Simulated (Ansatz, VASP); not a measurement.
# NbP: VASP beside Ansatz

```
Nb P
1.0
    -1.66013    1.66013    5.64519
     1.66013   -1.66013    5.64519
     1.66013    1.66013   -5.64519
Nb P
2 2
Direct
  0.75019 0.75019 0.00000
  0.50019 0.00019 0.50000
  0.33244 0.33244 0.00000
  0.08244 0.58244 0.50000
```

Alike in both runs: functional PBEsol; k mesh 18 × 18 × 18; occupations gaussian, width 0.1 eV; no spin polarisation.

Ansatz relaxed the structure, and its values are those at the end. VASP's run is a single point on that final structure, the one shown.

```csv
,VASP,Ansatz
version,VASP 6.6.1,Ansatz 0.2.0
potentials or method,"VASP PAW PBE potentials, release 64 (Nb_sv, P), cutoff 520 eV","scalar-relativistic, plane waves, PAW"
valence electrons in the cell,36,36
```

|  | VASP | Ansatz | Ansatz less VASP |
| --- | --- | --- | --- |
| gap on the k mesh at the Fermi level (eV) | none | none | - |
| pressure (GPa) | -0.2 | 0.0 | +0.23 |

VASP's potentials were made for PBE, not for PBEsol. A gap of «none» marks a metal or a gap that the smearing closes.
